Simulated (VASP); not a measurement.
Crystal: Mg4BrO3.

```
Mg Br O
1.0
     5.12427    0.00000    0.00000
     0.00000    5.12427    0.00000
     0.00000    0.00000    5.12427
Mg Br O
4 1 3
Direct
  0.75000 0.75000 0.75000
  0.75000 0.25000 0.25000
  0.25000 0.75000 0.25000
  0.25000 0.25000 0.75000
  0.50000 0.50000 0.50000
  0.00000 0.00000 0.50000
  0.00000 0.50000 0.00000
  0.50000 0.00000 0.00000
```

```yaml
Program: VASP 6.6.1
Task: relaxation of cell and atoms
Functional: PBE
Potentials_or_basis: VASP PAW PBE potentials, release 64 (Mg, Br, O)
Cutoff: 600 eV
k_mesh: 4 × 4 × 4
Occupations: gaussian, width 0.1 eV
Spin: no spin polarisation
```

At the start: pressure 1.0 GPa; volume 16.82 Å³/atom.

Question: Where does the relaxation end?

Answer: Over 8 steps the energy falls by 559.6 meV/atom and the volume is 15.67 Å³/atom (-6.8 %); space group P-43m (No. 215, to 0.1 Å) before and after.

Step by step:
| step | energy change (eV) | largest force (eV/Å) | pressure (GPa) | volume (Å³) |
| --- | --- | --- | --- | --- |
| 1 | 0.0000 | 5.5162 | 0.98 | 134.55 |
| 2 | -3.6583 | 1.8725 | -4.92 | 136.56 |
| 3 | -4.2105 | 0.3466 | -6.05 | 137.55 |
| 4 | -4.2219 | 0.0433 | -6.11 | 137.73 |
| 5 | -4.4451 | 0.4803 | 1.13 | 123.84 |
| 6 | -4.4588 | 0.3655 | -0.50 | 126.32 |
| 7 | -4.4763 | 0.0508 | -0.08 | 125.51 |
| 8 | -4.4766 | 0.0017 | 0.00 | 125.37 |

Final structure:
```
Mg Br O
1.0
     5.00492    0.00000    0.00000
     0.00000    5.00492    0.00000
     0.00000    0.00000    5.00492
Mg Br O
4 1 3
Direct
  0.79719 0.79719 0.79719
  0.79719 0.20281 0.20281
  0.20281 0.79719 0.20281
  0.20281 0.20281 0.79719
  0.50000 0.50000 0.50000
  0.00000 0.00000 0.50000
  0.00000 0.50000 0.00000
  0.50000 0.00000 0.00000
```

Caveat: an odd number of electrons without spin polarisation forces a metal; a magnetic or distorted state may lie lower.
